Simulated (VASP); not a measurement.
BN, 2 atoms in the cell. The structure is cubic, space group F-43m (No. 216). Conventional cell: a = 3.610 Å, b = 3.610 Å, c = 3.610 Å, α = 90.00°, β = 90.00°, γ = 90.00°. Within 2.1 Å of B (site symmetry -43m) lie 4 N at 1.56 Å. N (site symmetry -43m) has 4 B at 1.56 Å within 2.1 Å. 

```yaml
Program: VASP 6.6.1
Task: single point
Functional: r2SCAN
Potentials_or_basis: VASP PAW PBE potentials, release 64 (B, N)
Cutoff: 520 eV
k_mesh: 12 × 12 × 12, shifted
Occupations: gaussian, width 0.05 eV
Spin: no spin polarisation
Dipole_correction: no
Further_INCAR_settings: ALGO = Normal; EDIFF = 1e-06; NBANDS = 11; ISYM = 0
```

Potentials or basis: VASP PAW PBE potentials, release 64 (B, N).

Run with:

```sh
$ cat potpaw_PBE.64/B/POTCAR potpaw_PBE.64/N/POTCAR > POTCAR
$ cp INCAR.step1 INCAR
$ mpirun -np 1 vasp_std > vasp.out
$ cp INCAR.step2 INCAR
$ mpirun -np 1 vasp_std > vasp.out
```

Hardware: 1 thread of Intel(R) Xeon(R) Platinum 8375C CPU @ 2.90GHz (Ice Lake), with other jobs on the host.

Estimate the wall time of this run.

Wall time 24 min on 1 thread of Intel(R) Xeon(R) Platinum 8375C CPU @ 2.90GHz (Ice Lake), with other jobs on the host, peak memory 0.51 GiB. Counts: k points 3456.
